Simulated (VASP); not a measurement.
**Si: single point with PBE**

Crystal: Si.

```
Si
1.0
     0.00000    2.73463    2.73463
     2.73463    0.00000    2.73463
     2.73463    2.73463    0.00000
Si
2
Direct
  0.00000 0.00000 0.00000
  0.25000 0.25000 0.25000
```

- Program: VASP 6.6.1
- Task: single point
- Functional: PBE
- Potentials or basis: VASP PAW PBE potentials, release 64 (Si)
- Cutoff: 520 eV
- k mesh: 8 × 8 × 8
- Occupations: fermi-dirac, width 0.05 eV
- Spin: no spin polarisation
- Dipole correction: no
- Further INCAR settings: ALGO = Normal; EDIFF = 1e-06; NBANDS = 11

```
Pressure               : 0.0 GPa
Band gap on the k mesh : 0.65 eV, indirect (least direct gap 2.56 eV)
```

Levels at points of the mesh, in eV from the valence-band top:
```
           k point  band 1  band 2  band 3  band 4  band 5  band 6  band 7  band 8  band 9
(0.00, 0.00, 0.00)  -11.81    0.00    0.00    0.00    2.56    2.56    2.56    3.13    7.71
(0.50, 0.00, 0.00)   -9.53   -6.87   -1.18   -1.18    1.47    3.35    3.35    7.70   10.49
(0.50, 0.50, 0.00)   -7.75   -7.75   -2.79   -2.79    0.75    0.75    9.93    9.93   10.91
```

Run time: 8.9 s on 1 thread of Intel(R) Xeon(R) Platinum 8488C (Sapphire Rapids), with other jobs on the host, peak memory 0.15 GiB.

A k mesh can miss the band edges.
